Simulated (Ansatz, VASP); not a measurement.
## BeSe5: VASP beside Ansatz

```
Be Se
1.0
     3.23771    0.00000    0.00000
     0.00000    3.23771    0.00000
     0.00000    0.00000   11.33023
Be Se
1 5
Direct
  0.50000 0.50000 0.00000
  0.50000 0.50000 0.34351
  0.50000 0.50000 0.65649
  0.00000 0.00000 0.11007
  0.00000 0.00000 0.88993
  0.00000 0.00000 0.50000
```

Change from the starting cell: species swapped into the Hf5Pb type (P4/mmm, No. 123).

Alike in both runs: functional PBE; k mesh 12 × 12 × 4; occupations gaussian, width 0.1 eV; no spin polarisation.

Ansatz relaxed the structure, and its values are those at the end. VASP's run is a single point on that final structure, the one shown.

|  | VASP | Ansatz |
| --- | --- | --- |
| version | VASP 6.6.1 | Ansatz 0.2.0 |
| potentials or method | VASP PAW PBE potentials, release 64 (Be, Se), cutoff 520 eV | scalar-relativistic, plane waves, PAW |
| valence electrons in the cell | 32 | 82 |

Ansatz gave:

* gap on the k mesh at the Fermi level (eV): none
* pressure (GPa): 0.0
* rms of the force components (eV/Å): 0.000

Problem. What did VASP give for the same quantities?

Solution. gap on the k mesh at the Fermi level (eV): none; pressure (GPa): 0.0; rms of the force components (eV/Å): 0.006.

A gap of «none» marks a metal or a gap that the smearing closes. VASP's potentials hold 32 valence electrons a cell and Ansatz's 82, so a difference there can come from the potentials and not from the codes.
